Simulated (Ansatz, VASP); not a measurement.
One calculation of Ti, two programs

File INCAR:

```
PREC = Accurate
ENCUT = 520
EDIFF = 1E-6
ISMEAR = -1
SIGMA = 0.05
LREAL = False
LASPH = True
NELM = 100
ALGO = Normal
ISIF = 2
LWAVE = False
LCHARG = False
GGA = PE
NBANDS = 12
```

Contents of KPOINTS:

```
Automatic mesh
0
Gamma
  11 11 11
```

File POSCAR:

```
Ti
1.0
   -1.6518678664      1.6518678664      1.6518678664
    1.6518678664     -1.6518678664      1.6518678664
    1.6518678664      1.6518678664     -1.6518678664
Ti
1
Direct
    0.0000000000      0.0000000000      0.0000000000
```

File input.yaml:

```yaml
crystal:
  lattice:
    - [-1.6518678664, 1.6518678664, 1.6518678664]
    - [1.6518678664, -1.6518678664, 1.6518678664]
    - [1.6518678664, 1.6518678664, -1.6518678664]
  atoms:
    - { symbol: Ti, position: [0.0, 0.0, 0.0] }
kpoints:
  mp_grid: { grid: [11, 11, 11] }
scf:
  occupations: { method: fermi_dirac, width: 0.05 }
hamiltonian:
  xc: pbe
  pseudopotentials: { kind: all_electron, lapw: { basis_error: 0.0005 } }
output:
  forces: true
  stress: true
  eigenvalues: true
```

Change from the starting cell: volume scaled by 1.02.

Alike in both runs: task single point; functional PBE; k mesh 11 × 11 × 11; occupations fermi-dirac, width 0.05 eV; no spin polarisation.

|  | VASP | Ansatz |
| --- | --- | --- |
| version | VASP 6.6.1 | Ansatz 0.2.0 |
| potentials or method | VASP PAW PBE potentials, release 64 (Ti_sv), cutoff 520 eV | all-electron LAPW, scalar-relativistic |

Ansatz gave:

```
gap on the k mesh at the Fermi level (eV) : none
pressure (GPa)                            : -4.4
```

Q: Which values does VASP return?

A: gap on the k mesh at the Fermi level (eV): none; pressure (GPa): -4.6.

A gap of «none» marks a metal or a gap that the smearing closes. Ansatz ran all-electron here, and VASP with PAW potentials.
